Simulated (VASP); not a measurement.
C: vibrations by perturbation theory with PBE

Crystal: C.

```xyz
4
Lattice="2.4665 0.0000 0.0000 -1.2333 2.1361 0.0000 0.0000 0.0000 8.5653" Properties=species:S:1:pos:R:3 pbc="T T T"
C     0.0000    0.0000    0.0214
C     0.0000    0.0000    4.3041
C     0.0000    1.4240    0.0214
C     1.2333    0.7120    4.3041
```

| Quantity | Value |
| --- | --- |
| Program | VASP 6.6.1 |
| Task | vibrations by perturbation theory |
| Functional | PBE |
| Potentials or basis | VASP PAW PBE potentials, release 64 (C) |
| Cutoff | 520 eV |
| k mesh | 18 × 18 × 6 |
| Occupations | gaussian, width 0.15 eV |
| Spin | no spin polarisation |
| Dipole correction | no |
| Further INCAR settings | ALGO = Normal; EDIFF = 1e-08; IBRION = 8; NSW = 1 |

```
Highest phonon frequency at Γ : 1526 cm⁻¹
```

Phonon frequencies in cm⁻¹ (negative: imaginary):
| q point | frequencies |
| --- | --- |
| (0.000, 0.000, 0.000) | -12 -12 0 0 0 28 870 871 1525 1525 1526 1526 |

Run time: 15 min on 1 thread of AMD EPYC 7R13 Processor (Zen 3), with other jobs on the host, peak memory 0.67 GiB.

Caveat: some modes are imaginary.
